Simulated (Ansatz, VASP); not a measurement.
Two plane-wave programs on C

Contents of INCAR:

```
SYSTEM = C
PREC = Accurate
ENCUT = 520
EDIFF = 1E-6
ISMEAR = -1
SIGMA = 0.05
LREAL = .False.
LASPH = .True.
NELM = 80
ALGO = Normal
ISIF = 2
LWAVE = .False.
LCHARG = .False.
GGA = PS
NBANDS = 16
```

Contents of KPOINTS:

```
regular mesh
0
Gamma
  12 12 12
  0 0 0
```

POSCAR

```
C
1.0
    1.2573743967      0.7259454464      8.4450605611
   -1.2573743967      0.7259454464      8.4450605611
    0.0000000000     -1.4518908928      8.4450605611
C
4
Direct
    0.0871730800      0.0871730800      0.0871730800
    0.7538500600      0.7538500600      0.7538500600
    0.2461499400      0.2461499400      0.2461499400
    0.9128269200      0.9128269200      0.9128269200
```

The input input.yaml:

```yaml
crystal:
  lattice:
    - [1.2573743967, 0.7259454464, 8.4450605611]
    - [-1.2573743967, 0.7259454464, 8.4450605611]
    - [0.0, -1.4518908928, 8.4450605611]
  atoms:
    - { symbol: C, position: [0.08717308, 0.08717308, 0.08717308] }
    - { symbol: C, position: [0.75385006, 0.75385006, 0.75385006] }
    - { symbol: C, position: [0.24614994, 0.24614994, 0.24614994] }
    - { symbol: C, position: [0.91282692, 0.91282692, 0.91282692] }
hamiltonian:
  xc: pbesol
  pseudopotentials: { kind: paw }
kpoints:
  mp_grid: { grid: [12, 12, 12] }
scf:
  occupations: { method: fermi_dirac, width: 0.05 }
output:
  forces: true
  stress: true
  eigenvalues: true
```

Alike in both runs: task single point; functional PBEsol; k mesh 12 × 12 × 12; occupations fermi-dirac, width 0.05 eV; no spin polarisation.

|  | VASP | Ansatz |
| --- | --- | --- |
| version | VASP 6.6.1 | Ansatz 0.2.0 |
| potentials or method | VASP PAW PBE potentials, release 64 (C) | Ansatz PAW |
| plane-wave cutoff (eV) | 520 | 420 |
| valence electrons in the cell | 16 | 16 |

Ansatz gave:

```
gap on the k mesh at the Fermi level (eV)                     : 0.17
least direct gap on the mesh (eV)                             : 0.17
pressure (GPa)                                                : -13.6
traceless stress, the component that is largest in VASP (GPa) : 13.49
```

Which values does VASP return?

gap on the k mesh at the Fermi level (eV): 0.17; least direct gap on the mesh (eV): 0.17; pressure (GPa): -13.2; traceless stress, the component that is largest in VASP (GPa): 12.96.

VASP's potentials were made for PBE, not for PBEsol.
